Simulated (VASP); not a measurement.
A run of VASP 6.6.1 is set up as follows.

The input POSCAR:

```
CsH
1.0
    0.0000000000      3.3200000000      3.3200000000
    3.3200000000      0.0000000000      3.3200000000
    3.3200000000      3.3200000000      0.0000000000
Cs H
1 1
Direct
    0.0000000000      0.0000000000      0.0000000000
    0.2500000000      0.2500000000      0.2500000000
```

INCAR.step1

```
SYSTEM = CsH
PREC = Accurate
ENCUT = 550
ISMEAR = -1
SIGMA = 0.01
LREAL = .FALSE.
LASPH = .TRUE.
NELM = 120
GGA = PE
ALGO = Normal
EDIFF = 1E-5
LWAVE = .TRUE.
LCHARG = .FALSE.
GGA_COMPAT = .FALSE.
IBRION = 2
ISIF = 3
EDIFFG = -0.005
NELMIN = 4
NSW = 100
```

INCAR.step2

```
SYSTEM = CsH
PREC = Accurate
ENCUT = 550
EDIFF = 1E-7
ISMEAR = -1
SIGMA = 0.01
LREAL = .FALSE.
LASPH = .TRUE.
NELM = 120
ALGO = Normal
ISIF = 3
LWAVE = .FALSE.
LCHARG = .FALSE.
METAGGA = R2SCAN
LMIXTAU = .TRUE.
IBRION = 2
NSW = 80
EDIFFG = -0.02
PSTRESS = 300.0
ISTART = 1
GGA_COMPAT = .FALSE.
NELMIN = 4
```

Contents of KPOINTS:

```
Automatic mesh
0
G
  4 4 4
  0 0 0
```

Potentials or basis: VASP PAW PBE potentials, release 64 (Cs_sv, H).

Command:

```sh
$ cat potpaw_PBE.64/Cs_sv/POTCAR potpaw_PBE.64/H/POTCAR > POTCAR
$ cp INCAR.step1 INCAR
$ mpirun -np 1 vasp_std > vasp.out
$ cp INCAR.step2 INCAR
$ mpirun -np 1 vasp_std > vasp.out
```

**Question.** What does it give for the band gap on the k mesh?

**Answer.** 0.51 eV (least direct gap 2.55 eV).

**Question.** Predict the relaxed cell.

**Answer.** a = 3.614 Å, b = 3.614 Å, c = 3.614 Å, α = 60.00°, β = 60.00°, γ = 60.00°.

**Question.** Predict the relaxed volume.

**Answer.** 16.69 Å³/atom.

Step by step:
| step | energy change (eV) | largest force (eV/Å) | pressure (GPa) | volume (Å³) |
| --- | --- | --- | --- | --- |
| 1 | 0.0000 | 0.0000 | 1.36 | 73.19 |
| 2 | 5.3572 | 0.0000 | 80.46 | 23.46 |
| 3 | 2.2686 | 0.0000 | 28.74 | 33.86 |
| 4 | 2.3775 | 0.0000 | 30.24 | 33.27 |
| 5 | 2.3564 | 0.0000 | 29.95 | 33.38 |

Caveat: the cell is relaxed towards a set pressure, so the run minimises the enthalpy, not the energy; the volume moved by over 15 % at a fixed basis, so the end points are rough; the PAW data sets were made with another functional, which shifts forces and pressure a little; spin-orbit coupling is left out, which moves the levels of the heavy elements. A k mesh can miss the band edges.
